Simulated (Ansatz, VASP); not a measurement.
## Two plane-wave programs on AlN

```
Al N
1.0
     3.33057    0.00000    0.00000
    -1.66528    2.88435    0.00000
     0.00000    0.00000    4.16917
Al N
2 2
Direct
  0.33333 0.66667 0.76641
  0.66667 0.33333 0.26641
  0.33333 0.66667 0.21840
  0.66667 0.33333 0.71840
```

Change from the starting cell: mode 4 frozen in at -0.130 Å, equal normal strain along x, y and z +0.0167.

Alike in both runs: task single point; functional LDA; k mesh 9 × 9 × 6; occupations gaussian, width 0.05 eV; no spin polarisation.

```csv
,VASP,Ansatz
version,VASP 6.6.1,Ansatz 0.2.0
potentials or method,"VASP PAW LDA potentials, release 64 (Al, N), cutoff 520 eV","scalar-relativistic, plane waves, PAW"
valence electrons in the cell,16,16
```

|  | VASP | Ansatz | Ansatz less VASP |
| --- | --- | --- | --- |
| gap on the k mesh at the Fermi level (eV) | 3.43 | 3.42 | -0.006 |
| least direct gap on the mesh (eV) | 3.43 | 3.42 | -0.006 |
| pressure (GPa) | -5.9 | -6.5 | -0.55 |
| traceless stress, the component that is largest in VASP (GPa) | 12.85 | 12.74 | -0.110 |
| rms of the force components (eV/Å) | 0.434 | 0.415 | -0.0184 |

Ansatz warns that its potentials were made for another functional, while VASP's fit it. LDA's correlation is that of Perdew and Zunger in VASP and of Perdew and Wang (1992) in Ansatz. Atom by atom the forces differ by 0.018 eV/Å (rms over components).
